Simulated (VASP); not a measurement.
The system is MgB2.

```
CELL_PARAMETERS angstrom
3.02202 0.00000 0.00000
-1.51101 2.61715 0.00000
0.00000 0.00000 3.45108
ATOMIC_POSITIONS crystal
Mg 0.00000 0.00000 0.00000
B 0.66667 0.33333 0.50000
B 0.33333 0.66667 0.50000
```

Base run:

| Item | Value |
| --- | --- |
| Program | VASP 6.6.1 |
| Functional | PBE |
| Potentials or basis | VASP PAW PBE potentials, release 64 (Mg, B) |
| Cutoff | 520 eV |
| k mesh | 10 × 10 × 8 |
| Occupations | fermi-dirac, width 0.05 eV |
| Spin | no spin polarisation |

Its results: band gap on the k mesh zero (band 4 reaches 6.86 eV, above the bottom of band 5 at 4.30 eV); pressure 9.1 GPa.

Q: After a change of settings the same cell gave: band gap on the k mesh zero (band 4 reaches 6.95 eV, above the bottom of band 5 at 4.39 eV); pressure 12.0 GPa. Which change was it?
A. functional from PBE to revPBE
B. functional from PBE to PBEsol; further incar settings from ALGO = Normal; EDIFF = 1e-06; NBANDS = 11 to ALGO = Normal; EDIFF = 1e-07; NBANDS = 11
C. functional from PBE to r2SCAN
D. functional from PBE to LDA; potentials or basis from VASP PAW PBE potentials, release 64 (Mg, B) to VASP PAW LDA potentials, release 64 (Mg, B)

A: A.

revPBE binds less tightly than PBE, so the same cell stands under more pressure.

Caveats: the PAW data sets were made with another functional, which shifts forces and pressure a little (some runs).
